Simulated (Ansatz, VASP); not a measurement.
## Se: VASP beside Ansatz

Contents of INCAR:

```
  PREC = Accurate
  ENCUT = 520
  EDIFF = 1E-8
  ISMEAR = -1
  SIGMA = 0.03
  LREAL = F
  LASPH = T
  NELM = 60
  ALGO = Normal
  ISIF = 2
  LWAVE = F
  LCHARG = F
  LEFG = T
  NBANDS = 16
```

The input KPOINTS:

```
regular mesh
0
Gamma
  6 6 5
```

The input POSCAR:

```
Se
1.0
    4.4535239479      0.0000000000      0.0000000000
   -2.2267619740      3.8568648753      0.0000000000
    0.0000000000      0.0000000000      4.9536000000
Se
3
Direct
    0.2254000000      0.0000000000      0.3333333333
    0.0000000000      0.2254000000      0.6666666667
    0.7746000000      0.7746000000      0.0000000000
```

Input for Ansatz:

```yaml
crystal:
  lattice:
    - [4.4535239479, 0.0, 0.0]
    - [-2.226761974, 3.8568648753, 0.0]
    - [0.0, 0.0, 4.9536]
  atoms:
    - { symbol: Se, position: [0.2254, 0.0, 0.3333333333] }
    - { symbol: Se, position: [0.0, 0.2254, 0.6666666667] }
    - { symbol: Se, position: [0.7746, 0.7746, 0.0] }
kpoints:
  mp_grid: { grid: [6, 6, 5] }
scf:
  occupations: { method: fermi_dirac, width: 0.03 }
hamiltonian:
  xc: lda
  pseudopotentials: { kind: paw }
output:
  forces: true
  stress: true
  eigenvalues: true
  efg: { contact_densities: true }
```

Change from the starting cell: equal xx and yy strain of +2 %, PAW files.

Alike in both runs: task electric field gradients; functional LDA; k mesh 6 × 6 × 5; occupations fermi-dirac, width 0.03 eV; no spin polarisation.

|  | VASP | Ansatz |
| --- | --- | --- |
| version | VASP 6.6.1 | Ansatz 0.2.0 |
| potentials or method | VASP PAW LDA potentials, release 64 (Se) | PAW with Ansatz's default frozen-core files, scalar-relativistic |
| plane-wave cutoff (eV) | 520 | 420 |
| valence electrons in the cell | 18 | 48 |

VASP gave:

* gap on the k mesh at the Fermi level (eV): 1.17
* pressure (GPa): -2.7
* traceless stress, the component that is largest in VASP (GPa): 0.65
* rms of the force components (eV/Å): 0.067
* size of Vzz on the site where it differs most (V/Å²): 507.5

Q: Which values does Ansatz return?

A: gap on the k mesh at the Fermi level (eV): 1.18; pressure (GPa): -2.9; traceless stress, the component that is largest in VASP (GPa): 0.58; rms of the force components (eV/Å): 0.092; size of Vzz on the site where it differs most (V/Å²): 521.4.

LDA's correlation is that of Perdew and Zunger in VASP and of Perdew and Wang (1992) in Ansatz. Atom by atom the forces differ by 0.025 eV/Å (rms over components). VASP's potentials hold 18 valence electrons a cell and Ansatz's 48, so a difference there can come from the potentials and not from the codes.
